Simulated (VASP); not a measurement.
**Ga: single point with LDA**

Ga:

```xyz
6
Lattice="-2.9755 2.9755 2.9755 2.9755 -2.9755 2.9755 2.9755 2.9755 -2.9755" Properties=species:S:1:pos:R:3 pbc="T T T"
Ga    2.2316    0.0000    1.4877
Ga    1.4877    2.2316    0.0000
Ga    0.7439    0.0000    4.4633
Ga    4.4632    0.7439    0.0000
Ga    0.0000    1.4878    2.2316
Ga    0.0000    4.4632    0.7439
```

```json
{
  "Program": "VASP 6.6.1",
  "Task": "single point",
  "Functional": "LDA",
  "Potentials or basis": "VASP PAW LDA potentials, release 64 (Ga_d)",
  "Cutoff": "520 eV",
  "k mesh": "4 × 4 × 4",
  "Occupations": "methfessel-paxton, width 0.15 eV",
  "Spin": "no spin polarisation"
}
```

| Property | Result |
| --- | --- |
| Pressure | -0.8 GPa |
| Band gap on the k mesh | zero (band 39 reaches 7.82 eV, above the bottom of band 40 at 3.91 eV) |

Levels at points of the mesh, in eV from the Fermi level:
| k point | band 36 | band 37 | band 38 | band 39 | band 40 | band 41 | band 42 | band 43 |
| --- | --- | --- | --- | --- | --- | --- | --- | --- |
| (0.00, 0.00, 0.00) | -2.76 | -2.10 | -2.10 | -2.10 | -1.71 | -1.71 | -1.71 | -1.59 |
| (0.50, 0.00, 0.00) | -4.43 | -0.64 | -0.64 | -0.09 | -0.09 | 3.24 | 3.24 | 3.62 |
| (0.50, 0.50, 0.50) | -6.92 | 1.74 | 1.74 | 1.92 | 1.92 | 1.92 | 1.92 | 1.92 |

Run time: 98 s on 1 thread of AMD EPYC 7R13 (shared host), peak memory 0.17 GiB.

Caveat: the k points lie up to 0.37 Å⁻¹ apart.
